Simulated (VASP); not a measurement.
The system is Be2Al5.

```
Be Al
1.0
     6.30308    0.00000    0.00000
     0.00000    6.30308    0.00000
     0.00000    0.00000    2.79819
Be Al
2 5
Direct
  0.50000 0.00000 0.00000
  0.00000 0.50000 0.00000
  0.79098 0.79098 0.50000
  0.20902 0.20902 0.50000
  0.20902 0.79098 0.50000
  0.79098 0.20902 0.50000
  0.50000 0.50000 0.50000
```

The cell was generated, and may not be a known phase.

* Program: VASP 6.6.1
* Task: relaxation of cell and atoms
* Functional: PBE
* Potentials or basis: VASP PAW PBE potentials, release 64 (Be, Al)
* Cutoff: 600 eV
* k mesh: 6 × 6 × 14
* Occupations: gaussian, width 0.1 eV
* Spin: no spin polarisation

At the start: pressure -0.2 GPa; volume 15.88 Å³/atom.

Question: How do energy, volume and symmetry change on relaxing?

Answer: Over 5 steps the energy falls by 11.4 meV/atom and the volume is 15.77 Å³/atom (-0.7 %); space group P4/mmm (No. 123, to 0.1 Å) before and after.

Step by step:
```tsv
step	energy change (eV)	largest force (eV/Å)	pressure (GPa)	volume (Å³)
1	0.0000	0.0313	-0.20	111.17
2	-0.0579	0.0176	-0.21	110.82
3	-0.0666	0.0179	0.39	110.09
4	-0.0794	0.0111	-0.01	110.45
5	-0.0796	0.0086	0.02	110.42
```

Final structure:
```
CELL_PARAMETERS angstrom
6.40904 0.00000 0.00000
0.00000 6.40904 0.00000
0.00000 0.00000 2.68815
ATOMIC_POSITIONS crystal
Be 0.50000 0.00000 0.00000
Be 0.00000 0.50000 0.00000
Al 0.79064 0.79064 0.50000
Al 0.20936 0.20936 0.50000
Al 0.20936 0.79064 0.50000
Al 0.79064 0.20936 0.50000
Al 0.50000 0.50000 0.50000
```

Caveat: the highest band is partly filled, so the run has too few bands.
